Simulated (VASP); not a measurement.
# BAs (F-43m) in VASP: notebook

Aim: see how the results for BAs move with the level of theory and the settings. Levels: RPBE, LDA, RPBE+D3(BJ). Tasks: single point, relaxation of cell and atoms.

Everything below comes from runs of VASP 6.6.1. Logs are shortened: lines on timing, memory, paths and dates and some standing lists are left out, and cuts for length are marked.

**1. The cell of the first run**

The structure is cubic, space group F-43m (No. 216). The conventional cell has a = 4.777 Å, b = 4.777 Å, c = 4.777 Å, α = 90.00°, β = 90.00°, γ = 90.00°. Within 2.7 Å of As (site symmetry -43m) lie 4 B at 2.07 Å. Within 2.7 Å of B (site symmetry -43m) lie 4 As at 2.07 Å.

**2. Single point, RPBE**

Input file INCAR:

```
SYSTEM = BAs
PREC     = Accurate       ! precision mode
ENCUT    = 520            ! plane-wave cutoff, eV
EDIFF    = 1E-7           ! SCF threshold, eV
ISMEAR   = -1             ! smearing method
SIGMA    = 0.05           ! smearing width, eV
LREAL    = .FALSE.        ! projectors in reciprocal space
LASPH    = .TRUE.         ! aspherical terms in the spheres
NELM     = 80             ! most SCF steps
ALGO     = Normal         ! electronic algorithm
ISIF     = 2              ! what is computed and relaxed
LWAVE    = .FALSE.        ! write WAVECAR
LCHARG   = .TRUE.         ! write CHGCAR
GGA      = RP             ! functional
LELF     = .TRUE.         ! ELF
LVHAR    = .TRUE.       
NBANDS   = 11             ! bands
```

Input file KPOINTS:

```
Automatic mesh
0
G
  10 10 10
  0 0 0
```

Input file POSCAR:

```
BAs
1.0
    0.0000000000      2.3885000000      2.3885000000
    2.3885000000      0.0000000000      2.3885000000
    2.3885000000      2.3885000000      0.0000000000
As B
1 1
Direct
    0.7500000000      0.7500000000      0.7500000000
    0.0000000000      0.0000000000      0.0000000000
```

Potentials or basis: VASP PAW PBE potentials, release 64 (As, B).

The run is started by

```bash
$ cat potpaw_PBE.64/As/POTCAR potpaw_PBE.64/B/POTCAR > POTCAR
$ mpirun -np 1 vasp_std > vasp.out
```

OUTCAR:

```text
SYSTEM = BAs
   PREC = Accurate
   ENCUT = 520
   EDIFF = 1E-7
   ISMEAR = -1
   LREAL = .FALSE.
   LASPH = .TRUE.
   NELM = 80
   ISIF = 2
   GGA = RP

 ion  position               nearest neighbor table
   1  0.750  0.750  0.750-   2 2.07   2 2.07   2 2.07   2 2.07
   2  0.000  0.000  0.000-   1 2.07   1 2.07   1 2.07   1 2.07

  LATTYP: Found a face centered cubic cell.
 ALAT       =     4.7770000000

  Lattice vectors:

 A1 = (   0.0000000000,   2.3885000000,   2.3885000000)
 A2 = (   2.3885000000,   0.0000000000,   2.3885000000)
 A3 = (   2.3885000000,   2.3885000000,   0.0000000000)

Analysis of symmetry for initial positions (statically):
=====================================================================
 Subroutine PRICEL returns:
 Original cell was already a primitive cell.

 Routine SETGRP: Setting up the symmetry group for a
 face centered cubic supercell.

 Subroutine GETGRP returns: Found 24 space group operations
 (whereof 24 operations were pure point group operations)
 out of a pool of 48 trial point group operations.

The static configuration has the point symmetry T_d .

Analysis of symmetry for dynamics (positions and initial velocities):
=====================================================================
 Subroutine PRICEL returns:
 Original cell was already a primitive cell.

 Routine SETGRP: Setting up the symmetry group for a
 face centered cubic supercell.

 Subroutine GETGRP returns: Found 24 space group operations
 (whereof 24 operations were pure point group operations)
 out of a pool of 48 trial point group operations.

The dynamic configuration has the point symmetry T_d .

 Subroutine INISYM returns: Found 24 space group operations
 (whereof 24 operations are pure point group operations),
 and found     1 'primitive' translations

----------------------------------------------------------------------------------------

                                     Primitive cell

  volume of cell :      27.2525

  direct lattice vectors                    reciprocal lattice vectors
     0.000000000  2.388500000  2.388500000    -0.209336404  0.209336404  0.209336404
     2.388500000  0.000000000  2.388500000     0.209336404 -0.209336404  0.209336404
     2.388500000  2.388500000  0.000000000     0.209336404  0.209336404 -0.209336404

  length of vectors
     3.377849094  3.377849094  3.377849094     0.362581287  0.362581287  0.362581287

  position of ions in fractional coordinates (direct lattice)
     0.750000000  0.750000000  0.750000000
     0.000000000  0.000000000  0.000000000

  ion indices of the primitive-cell ions
   primitive index   ion index
                 1           1
                 2           2

----------------------------------------------------------------------------------------

 KPOINTS: Automatic mesh

Automatic generation of k-mesh.
 Grid dimensions read from file:
 generate k-points for:   10   10   10

 Generating k-lattice:

  Cartesian coordinates                     Fractional coordinates (reciprocal lattice)
    -0.020933640  0.020933640  0.020933640     0.100000000  0.000000000  0.000000000
     0.020933640 -0.020933640  0.020933640     0.000000000  0.100000000  0.000000000
     0.020933640  0.020933640 -0.020933640     0.000000000  0.000000000  0.100000000

  Length of vectors
     0.036258129  0.036258129  0.036258129

  Shift w.r.t. Gamma in fractional coordinates (k-lattice)
     0.000000000  0.000000000  0.000000000

 Subroutine IBZKPT returns following result:
 ===========================================

 Found     47 irreducible k-points:

 Following reciprocal coordinates:
            Coordinates               Weight
  0.000000  0.000000  0.000000      1.000000
  0.100000  0.000000  0.000000      8.000000
  0.200000  0.000000  0.000000      8.000000
  0.300000  0.000000  0.000000      8.000000
  0.400000  0.000000  0.000000      8.000000
  0.500000  0.000000  0.000000      4.000000
[... 16 lines left out ...]
  0.300000  0.300000  0.000000      6.000000
  0.400000  0.300000  0.000000     24.000000
 [... further k-points ...]
   k-points           NKPTS =     47   k-points in BZ     NKDIM =     47   number of bands    NBANDS=     11
   number of dos      NEDOS =    301   number of ions     NIONS =      2
   total plane-waves  NPLWV =  21952
   dimension x,y,z NGX =    28 NGY =   28 NGZ =   28
   dimension x,y,z NGXF=    56 NGYF=   56 NGZF=   56
   ions per type =               1   1
   NGX,Y,Z   is equivalent  to a cutoff of  13.78, 13.78, 13.78 a.u.
   NGXF,Y,Z  is equivalent  to a cutoff of  27.56, 27.56, 27.56 a.u.
 SYSTEM =  BAs
   PREC   = accura    normal or accurate (medium, high low for compatibility)
   ISTART =      0    job   : 0-new  1-cont  2-samecut
   ICHARG =      2    charge: 1-file 2-atom 10-const
   ISPIN  =      1    spin polarized calculation?
   LNONCOLLINEAR =      F non collinear calculations
   LSORBIT =      F    spin-orbit coupling
   LASPH  =      T    aspherical Exc in radial PAW
   ENCUT  =  520.0 eV  38.22 Ry    6.18 a.u.   6.28  6.28  6.28*2*pi/ulx,y,z
   NELM   =     80;   NELMIN=  2; NELMDL= -5     # of ELM steps
   EDIFF  = 0.1E-06   stopping-criterion for ELM
   LREAL  =      F    real-space projection
   EDIFFG = 0.1E-05   stopping-criterion for IOM
   NSW    =      0    number of steps for IOM
   IBRION =     -1    ionic relax: 0-MD 1-quasi-New 2-CG
   NFREE  =      0    steps in history (QN), initial steepest desc. (CG)
   ISIF   =      2    stress and relaxation
   ISYM   =      2    0-nonsym 1-usesym 2-fastsym
   POTIM  = 0.5000    time-step for ionic-motion
   TEBEG  =    0.0;   TEEND  =   0.0 temperature during run
   PSTRESS=    0.0 pullay stress
   NELECT =       8.0000    total number of electrons
   NUPDOWN=      -1.0000    fix difference up-down
   EMIN   =  10.00;   EMAX   =-10.00  energy-range for DOS
   EFERMI =   0.00;   METHOD = LEGACY
   ISMEAR =    -1;   SIGMA  =   0.05  broadening in eV -4-tet -1-fermi 0-gaus
   EFERMI_NEDOS =   21; number of points for ismear=-14 and -15
   IALGO  =     38    algorithm
   IMIX   =      4    mixing-type and parameters
     AMIX     =   0.40;   BMIX     =  1.00
     AMIX_MAG =   1.60;   BMIX_MAG =  1.00
  volume/ion in A,a.u.               =      13.63        91.95
  Fermi-wavevector in a.u.,A,eV,Ry     =   1.088018  2.056057 16.106360  1.183784
  Thomas-Fermi vector in A             =   2.224191
   LORBIT       =      0    0 simple, 1 ext, 2 COOP (PROOUT), +10 PAW based schemes
   GGA     = RP    functional components
   LHFCALC =     F    Hartree Fock is set to
   AEXX    =    0.0000 exact exchange contribution
   IVDW    =     0    specifies the selected vdW correction
   LEPSILON=     F    determine dielectric tensor
   LRPA    =     F    only Hartree local field effects (RPA)
 non-spin polarized calculation
  energy-cutoff  :      520.00
  volume of cell :       27.25
 maximum number of plane-waves:       754
 NGX is ok and might be reduce to    28
   NGX = 13   NGY = 13   NGZ = 13

 number of electron       8.0000000 magnetization

 Free energy of the ion-electron system (eV)
  ---------------------------------------------------
  ext. energy  EPLUGINS =         0.00000000
  ---------------------------------------------------
  free energy    TOTEN  =       -10.72716878 eV

  energy without entropy =      -10.72716871  energy(sigma->0) =      -10.72716875

 E-fermi :   6.8175     XC(G=0): -10.4999

 val. band max:        6.2313159128   @ k =   0.0000   0.0000   0.0000
 cond. band min:       7.4382809319   @ k =   0.4000   0.4000   0.0000
 fundamental gap:      1.2069650190
 Fermi energy:         6.8174929453

 k-point     1 :       0.0000    0.0000    0.0000
  band No.  band energies     occupation
      1      -9.1740      2.00000
      2       6.2313      1.99998
      3       6.2313      1.99998
      4       6.2313      1.99998
      5       9.5071      0.00000
      6       9.5071      0.00000
      7       9.5071      0.00000
      8      10.9430      0.00000
      9      15.9632      0.00000
     10      19.1170      0.00000
     11      19.1170      0.00000

 k-point     2 :       0.1000    0.0000    0.0000
  band No.  band energies     occupation
      1      -9.0097      2.00000
      2       4.8326      2.00000
      3       5.9286      2.00000
      4       5.9286      2.00000
      5       9.6702      0.00000
      6       9.9060      0.00000
      7       9.9060      0.00000
      8      11.8132      0.00000
      9      16.6032      0.00000
     10      18.0856      0.00000
     11      18.0856      0.00000

 k-point     3 :       0.2000    0.0000    0.0000
  band No.  band energies     occupation
      1      -8.5248      2.00000
      2       2.4652      2.00000
      3       5.3522      2.00000
      4       5.3522      2.00000
      5       9.4607      0.00000
      6      10.6255      0.00000
      7      10.6255      0.00000
      8      13.4583      0.00000
      9      17.3761      0.00000
     10      17.3761      0.00000
     11      17.5827      0.00000

 k-point     4 :       0.3000    0.0000    0.0000
  band No.  band energies     occupation
      1      -7.7558      2.00000
      2       0.1721      2.00000
      3       4.8427      2.00000
      4       4.8427      2.00000
      5       9.1881      0.00000
      6      11.0284      0.00000
      7      11.0284      0.00000
      8      14.7515      0.00000
      9      17.6941      0.00000
     10      17.8311      0.00000
     11      17.8311      0.00000

 k-point     5 :       0.4000    0.0000    0.0000
  band No.  band energies     occupation
      1      -6.8352      2.00000
      2      -1.7054      2.00000
      3       4.5159      2.00000
      4       4.5159      2.00000
      5       9.0040      0.00000
      6      11.0538      0.00000
      7      11.0538      0.00000
      8      15.1841      0.00000
      9      18.4209      0.00000
     10      19.3666      0.00000
     11      19.3666      0.00000
[... 211 lines left out ...]
 k-point    21 :      -0.3000    0.2000    0.0000
  band No.  band energies     occupation
      1      -6.6210      2.00000
      2      -0.8225      2.00000
      3       1.6098      2.00000
      4       4.2717      2.00000
      5       9.7793      0.00000
      6      12.1746      0.00000
      7      12.4799      0.00000
      8      14.4077      0.00000
      9      16.9122      0.00000
     10      18.4261      0.00000
     11      21.6254      0.00000

 k-point    22 :      -0.2000    0.2000    0.0000
  band No.  band energies     occupation
      1      -7.4918      2.00000
      2       0.7494      2.00000
      3       2.1570      2.00000
      4       4.9343      2.00000
      5      10.1834      0.00000
      6      11.3529      0.00000
      7      12.2742      0.00000
      8      13.2858      0.00000
      9      16.1060      0.00000
     10      18.9597      0.00000
     11      20.4890      0.00000

 k-point    23 :       0.3000    0.3000    0.0000
  band No.  band energies     occupation
      1      -7.2549      2.00000
      2       1.0016      2.00000
      3       3.0366      2.00000
      4       3.0366      2.00000
      5       7.6553      0.00000
      6       9.9239      0.00000
      7      14.7127      0.00000
      8      14.7127      0.00000
      9      17.2979      0.00000
     10      21.2624      0.00000
     11      21.4183      0.00000

 k-point    24 :       0.4000    0.3000    0.0000
  band No.  band energies     occupation
      1      -6.5244      2.00000
      2      -0.2477      2.00000
      3       2.2524      2.00000
      4       2.7395      2.00000
      5       7.9566      0.00000
      6       9.6624      0.00000
      7      15.1026      0.00000
      8      15.3297      0.00000
      9      18.3786      0.00000
     10      22.0608      0.00000
     11      22.1423      0.00000

 [... further k-points ...]
[... 5 lines left out ...]
  --------------------------------------------------------------------------------------
  -------------------------------------------------------------------------------------
  Total        1.0208073      1.0208073      1.0208073     -0.0000000      0.0000000      0.0000000
  in kB       60.0134554     60.0134554     60.0134554     -0.0000000      0.0000000      0.0000000
  external PRESSURE =      60.0134554 kB  Pullay stress =       0.0000000 kB

 VOLUME and BASIS-vectors are now :
 -----------------------------------------------------------------------------
  energy-cutoff  :      520.00
  volume of cell :       27.25
      direct lattice vectors                 reciprocal lattice vectors
     0.000000000  2.388500000  2.388500000    -0.209336404  0.209336404  0.209336404
     2.388500000  0.000000000  2.388500000     0.209336404 -0.209336404  0.209336404
     2.388500000  2.388500000  0.000000000     0.209336404  0.209336404 -0.209336404

 POSITION                                       TOTAL-FORCE (eV/Angst)
 -----------------------------------------------------------------------------------
      3.58275      3.58275      3.58275         0.000000      0.000000     -0.000000
      0.00000      0.00000      0.00000        -0.000000     -0.000000      0.000000
 -----------------------------------------------------------------------------------
    total drift:                                0.000000      0.000000      0.000000

  FREE ENERGIE OF THE ION-ELECTRON SYSTEM (eV)
  ---------------------------------------------------
  free  energy   TOTEN  =       -10.7271687786 eV

  energy  without entropy=      -10.7271687130  energy(sigma->0) =      -10.72716875
```

Wall time 32 s (1 thread of Intel Xeon 8259CL, shared host); peak memory 0.16 GiB.

What came out:

```
Free energy            : -10.7272 eV
Pressure               : 6.0 GPa
Band gap on the k mesh : 1.21 eV, indirect (least direct gap 3.28 eV)
```

Levels at points of the mesh, in eV from the valence-band top:
```
           k point  band 1  band 2  band 3  band 4  band 5  band 6  band 7  band 8
(0.00, 0.00, 0.00)  -15.41    0.00    0.00    0.00    3.28    3.28    3.28    4.71
(0.50, 0.00, 0.00)  -12.53   -8.80   -1.83   -1.83    2.71    4.78    4.78    8.96
(0.50, 0.50, 0.00)  -11.19   -8.57   -4.09   -4.09    1.44    1.50   11.43   11.43
```

Caveat: the PAW data sets were made with another functional, which shifts forces and pressure a little. A k mesh can miss the band edges.

(Continued in part 2 of 2.)
